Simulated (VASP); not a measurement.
# Sr (P-62m) in VASP: single point with PBE

Aim: the single point of Sr with PBE.

All numbers are computed with VASP 6.6.1; they aren't measurements. Logs are shortened: lines on timing, memory, paths and dates and some standing lists are left out, and cuts for length are marked.

## (1) The cell of the first run

The structure is hexagonal, space group P-62m (No. 189). The conventional cell has a = 7.066 Å, b = 7.066 Å, c = 3.817 Å, α = 90.00°, β = 90.00°, γ = 120.00°. Within 5.0 Å of Sr (site symmetry m2m) lie 8 Sr at 3.82 to 4.09 Å.

This isn't the form of Sr at room conditions, which is fcc.

## (2) Single point, PBE

POSCAR reads:

```
Sr
1.0
    7.0659524677      0.0000000000      0.0000000000
   -3.5329762338      6.1192943389      0.0000000000
    0.0000000000      0.0000000000      3.8166326050
Sr
3
Direct
    0.0000000000      0.6657832900      0.0000000000
    0.3342167100      0.3342167100      0.0000000000
    0.6657832900      0.0000000000      0.0000000000
```

INCAR.step1 reads:

```
SYSTEM = Sr
PREC = Accurate
ENCUT = 520
EDIFF = 1E-6
ISMEAR = -1
SIGMA = 0.1
LREAL = .False.
LASPH = .True.
NELM = 80
ALGO = Normal
ISIF = 2
LWAVE = .False.
LCHARG = .True.
GGA = PE
NBANDS = 22
```

KPOINTS.step1 reads:

```
regular mesh
0
Gamma
  3 3 4
  0 0 0
```

INCAR.step2 reads:

```
SYSTEM = Sr
PREC = Accurate
ENCUT = 520
EDIFF = 1E-6
ISMEAR = -5
SIGMA = 0.1
LREAL = .False.
LASPH = .True.
NELM = 80
ALGO = Normal
ISIF = 2
LWAVE = .False.
LCHARG = .False.
GGA = PE
LORBIT = 10
NEDOS = 1001
ICHARG = 11
```

KPOINTS.step2 reads:

```
regular mesh
0
Gamma
  5 5 6
  0 0 0
```

Potentials or basis: VASP PAW PBE potentials, release 64 (Sr_sv).

Command:

```sh
cat potpaw_PBE.64/Sr_sv/POTCAR > POTCAR
cp INCAR.step1 INCAR
cp KPOINTS.step1 KPOINTS
mpirun -np 1 vasp_std > vasp.out
cp INCAR.step2 INCAR
cp KPOINTS.step2 KPOINTS
mpirun -np 1 vasp_std > vasp.out
```

OUTCAR:

```text
SYSTEM = Sr
   PREC = Accurate
   ENCUT = 520
   EDIFF = 1E-6
   ISMEAR = -5
   LREAL = .False.
   LASPH = .True.
   NELM = 80
   ISIF = 2
   GGA = PE
   LORBIT = 10
   ICHARG = 11

 ion  position               nearest neighbor table
   1  0.000  0.666  0.000-   3 4.07   2 4.07   3 4.07   2 4.07   2 4.09   3 4.09
   2  0.334  0.334  0.000-   3 4.07   3 4.07   1 4.07   1 4.07   1 4.09   3 4.09
   3  0.666  0.000  0.000-   2 4.07   1 4.07   2 4.07   1 4.07   1 4.09   2 4.09

  LATTYP: Found a hexagonal cell.
 ALAT       =     7.0659524677
 C/A-ratio  =     0.5401441097

  Lattice vectors:

 A1 = (   7.0659524677,   0.0000000000,   0.0000000000)
 A2 = (  -3.5329762338,   6.1192943389,   0.0000000000)
 A3 = (   0.0000000000,   0.0000000000,   3.8166326050)

Analysis of symmetry for initial positions (statically):
=====================================================================
 Subroutine PRICEL returns:
 Original cell was already a primitive cell.

 Routine SETGRP: Setting up the symmetry group for a
 hexagonal supercell.

 Subroutine GETGRP returns: Found 12 space group operations
 (whereof 12 operations were pure point group operations)
 out of a pool of 24 trial point group operations.

The static configuration has the point symmetry D_3h.

Analysis of symmetry for dynamics (positions and initial velocities):
=====================================================================
 Subroutine PRICEL returns:
 Original cell was already a primitive cell.

 Routine SETGRP: Setting up the symmetry group for a
 hexagonal supercell.

 Subroutine GETGRP returns: Found 12 space group operations
 (whereof 12 operations were pure point group operations)
 out of a pool of 24 trial point group operations.

The dynamic configuration has the point symmetry D_3h.

 Subroutine INISYM returns: Found 12 space group operations
 (whereof 12 operations are pure point group operations),
 and found     1 'primitive' translations

----------------------------------------------------------------------------------------

                                     Primitive cell

  volume of cell :     165.0260

  direct lattice vectors                    reciprocal lattice vectors
     7.065952468  0.000000000  0.000000000     0.141523737  0.081708768  0.000000000
    -3.532976234  6.119294339  0.000000000     0.000000000  0.163417536  0.000000000
     0.000000000  0.000000000  3.816632605     0.000000000  0.000000000  0.262011072

  length of vectors
     7.065952468  7.065952468  3.816632605     0.163417536  0.163417536  0.262011072

  position of ions in fractional coordinates (direct lattice)
     0.000000000  0.665783290  0.000000000
     0.334216710  0.334216710  0.000000000
     0.665783290  0.000000000  0.000000000

  ion indices of the primitive-cell ions
   primitive index   ion index
                 1           1
                 2           2
                 3           3

----------------------------------------------------------------------------------------

 KPOINTS: regular mesh

Automatic generation of k-mesh.
 Grid dimensions read from file:
 generate k-points for:    5    5    6

 Generating k-lattice:

  Cartesian coordinates                     Fractional coordinates (reciprocal lattice)
     0.028304747  0.016341754  0.000000000     0.200000000  0.000000000  0.000000000
     0.000000000  0.032683507  0.000000000     0.000000000  0.200000000  0.000000000
     0.000000000  0.000000000  0.043668512     0.000000000  0.000000000  0.166666667

  Length of vectors
     0.032683507  0.032683507  0.043668512

  Shift w.r.t. Gamma in fractional coordinates (k-lattice)
     0.000000000  0.000000000  0.000000000

 TETIRR: Found    165 inequivalent tetrahedra from      900

 Subroutine IBZKPT returns following result:
 ===========================================

 Found     20 irreducible k-points:

 Following reciprocal coordinates:
            Coordinates               Weight
  0.000000  0.000000  0.000000      1.000000
  0.200000 -0.000000  0.000000      6.000000
  0.400000 -0.000000  0.000000      6.000000
  0.200000  0.200000  0.000000      6.000000
  0.400000  0.200000  0.000000      6.000000
  0.000000  0.000000  0.166667      2.000000
[... 12 lines left out ...]
  0.200000  0.200000  0.500000      6.000000
  0.400000  0.200000  0.500000      6.000000
   k-points           NKPTS =     20   k-points in BZ     NKDIM =     20   number of bands    NBANDS=     19
   number of dos      NEDOS =   1001   number of ions     NIONS =      3
   total plane-waves  NPLWV =  81648
   dimension x,y,z NGX =    54 NGY =   54 NGZ =   28
   dimension x,y,z NGXF=   108 NGYF=  108 NGZF=   56
   ions per type =               3
   NGX,Y,Z   is equivalent  to a cutoff of  12.70, 12.70, 12.20 a.u.
   NGXF,Y,Z  is equivalent  to a cutoff of  25.41, 25.41, 24.39 a.u.
 SYSTEM =  Sr
   PREC   = accura    normal or accurate (medium, high low for compatibility)
   ISTART =      0    job   : 0-new  1-cont  2-samecut
   ICHARG =     11    charge: 1-file 2-atom 10-const
   ISPIN  =      1    spin polarized calculation?
   LNONCOLLINEAR =      F non collinear calculations
   LSORBIT =      F    spin-orbit coupling
   LASPH  =      T    aspherical Exc in radial PAW
   ENCUT  =  520.0 eV  38.22 Ry    6.18 a.u.  13.14 13.14  7.10*2*pi/ulx,y,z
   NELM   =     80;   NELMIN=  2; NELMDL=  0     # of ELM steps
   EDIFF  = 0.1E-05   stopping-criterion for ELM
   LREAL  =      F    real-space projection
   EDIFFG = 0.1E-04   stopping-criterion for IOM
   NSW    =      0    number of steps for IOM
   IBRION =     -1    ionic relax: 0-MD 1-quasi-New 2-CG
   NFREE  =      0    steps in history (QN), initial steepest desc. (CG)
   ISIF   =      2    stress and relaxation
   ISYM   =      2    0-nonsym 1-usesym 2-fastsym
   POTIM  = 0.5000    time-step for ionic-motion
   TEBEG  =    0.0;   TEEND  =   0.0 temperature during run
   PSTRESS=    0.0 pullay stress
   NELECT =      30.0000    total number of electrons
   NUPDOWN=      -1.0000    fix difference up-down
   EMIN   =  10.00;   EMAX   =-10.00  energy-range for DOS
   EFERMI =   0.00;   METHOD = LEGACY
   ISMEAR =    -5;   SIGMA  =   0.10  broadening in eV -4-tet -1-fermi 0-gaus
   EFERMI_NEDOS =   21; number of points for ismear=-14 and -15
   IALGO  =     38    algorithm
   IMIX   =      4    mixing-type and parameters
     AMIX     =   0.40;   BMIX     =  1.00
     AMIX_MAG =   1.60;   BMIX_MAG =  1.00
  volume/ion in A,a.u.               =      55.01       371.22
  Fermi-wavevector in a.u.,A,eV,Ry     =   0.927394  1.752521 11.701831  0.860060
  Thomas-Fermi vector in A             =   2.053459
   LORBIT       =     10    0 simple, 1 ext, 2 COOP (PROOUT), +10 PAW based schemes
   GGA     = PE    functional components
   LHFCALC =     F    Hartree Fock is set to
   AEXX    =    0.0000 exact exchange contribution
   IVDW    =     0    specifies the selected vdW correction
   LEPSILON=     F    determine dielectric tensor
   LRPA    =     F    only Hartree local field effects (RPA)
 non-spin polarized calculation
 Fermi weights with tetrahedron method with Bloechl corrections
  energy-cutoff  :      520.00
  volume of cell :      165.03
 maximum number of plane-waves:      4480
 NGX is ok and might be reduce to    54

 number of electron      30.0000000 magnetization

 Free energy of the ion-electron system (eV)
  ---------------------------------------------------
  ext. energy  EPLUGINS =         0.00000000
  ---------------------------------------------------
  free energy    TOTEN  =        -4.24658427 eV

  energy without entropy =       -4.24658427  energy(sigma->0) =       -4.24658427

 E-fermi :   1.5042     XC(G=0):  -7.3379

 val. band max:        1.6961137265   @ k =   0.0000   0.0000   0.1667
 cond. band min:       1.4753898558   @ k =   0.2000  -0.0000   0.5000
 fundamental gap:     -0.2207238707
 Fermi energy:         1.5042212212

 k-point     1 :       0.0000    0.0000    0.0000
  band No.  band energies     occupation
      1     -35.1941      2.00000
      2     -35.1748      2.00000
      3     -35.1748      2.00000
      4     -17.2319      2.00000
      5     -17.2298      2.00000
      6     -17.2298      2.00000
[... 11 lines left out ...]
     18       1.7937      0.00000
     19       1.7942      0.00000

 k-point     2 :       0.2000   -0.0000    0.0000
  band No.  band energies     occupation
      1     -35.1919      2.00000
      2     -35.1761      2.00000
      3     -35.1756      2.00000
      4     -17.2728      2.00000
      5     -17.2575      2.00000
      6     -17.1794      2.00000
[... 11 lines left out ...]
     18       2.3282      0.00000
     19       2.3819      0.00000

 k-point     3 :       0.4000   -0.0000    0.0000
  band No.  band energies     occupation
      1     -35.1865      2.00000
      2     -35.1804      2.00000
      3     -35.1767      2.00000
      4     -17.2974      2.00000
      5     -17.2330      2.00000
      6     -17.1662      2.00000
[... 11 lines left out ...]
     18       2.4910      0.00000
     19       2.5984      0.00000

 k-point     4 :       0.2000    0.2000    0.0000
  band No.  band energies     occupation
      1     -35.1882      2.00000
      2     -35.1778      2.00000
      3     -35.1777      2.00000
      4     -17.2713      2.00000
      5     -17.2697      2.00000
      6     -17.1486      2.00000
[... 319 lines left out ...]
     18       2.0896      0.00000
     19       3.1836      0.00000

 k-point    19 :       0.2000    0.2000    0.5000
  band No.  band energies     occupation
      1     -35.1683      2.00000
      2     -35.1583      2.00000
      3     -35.1582      2.00000
      4     -17.3317      2.00000
      5     -17.3073      2.00000
      6     -17.3071      2.00000
[... 11 lines left out ...]
     18       2.2396      0.00000
     19       3.3554      0.00000

 k-point    20 :       0.4000    0.2000    0.5000
  band No.  band energies     occupation
      1     -35.1630      2.00000
      2     -35.1628      2.00000
      3     -35.1590      2.00000
      4     -17.3188      2.00000
      5     -17.3183      2.00000
      6     -17.3091      2.00000
[... 11 lines left out ...]
     18       1.9483      0.00000
     19       3.4314      0.00000

------------------------ aborting loop because EDIFF is reached ----------------------------------------

  FORCE on cell =-STRESS in cart. coord.  units (eV):
  Direction    XX          YY          ZZ          XY          YZ          ZX
  --------------------------------------------------------------------------------------
  -------------------------------------------------------------------------------------
  Total        0.0438819      0.0438819     -0.7536467      0.0000000      0.0000000      0.0000000
  in kB        0.4260335      0.4260335     -7.3168808      0.0000000      0.0000000      0.0000000
  external PRESSURE =      -2.1549379 kB  Pullay stress =       0.0000000 kB

 VOLUME and BASIS-vectors are now :
 -----------------------------------------------------------------------------
  energy-cutoff  :      520.00
  volume of cell :      165.03
      direct lattice vectors                 reciprocal lattice vectors
     7.065952468  0.000000000  0.000000000     0.141523737  0.081708768  0.000000000
    -3.532976234  6.119294339  0.000000000     0.000000000  0.163417536  0.000000000
     0.000000000  0.000000000  3.816632605     0.000000000  0.000000000  0.262011072

 POSITION                                       TOTAL-FORCE (eV/Angst)
 -----------------------------------------------------------------------------------
     -2.35220      4.07412      0.00000         0.001366     -0.002367      0.000000
      1.18078      2.04517      0.00000         0.001366      0.002367     -0.000000
      4.70439      0.00000      0.00000        -0.002733     -0.000000      0.000000
 -----------------------------------------------------------------------------------
    total drift:                               -0.000000     -0.000000     -0.000000

  FREE ENERGIE OF THE ION-ELECTRON SYSTEM (eV)
  ---------------------------------------------------
  free  energy   TOTEN  =        -4.2465842748 eV

  energy  without entropy=       -4.2465842748  energy(sigma->0) =       -4.24658427

 total charge

# of ion       s       p       d       tot
------------------------------------------
    1        2.062   5.713   0.149   7.924
    2        2.062   5.713   0.149   7.924
    3        2.062   5.713   0.149   7.924
--------------------------------------------------
tot          6.185  17.138   0.448  23.771
```

Run time: 1.9 min. Hardware: 1 thread of AMD EPYC 7R13, shared host; peak memory 0.23 GiB.

Results:

```yaml
Valence_electrons_inside_the_program's_atomic_spheres: Sr 7.92
```

Caveat: the k points lie up to 0.41 Å⁻¹ apart.
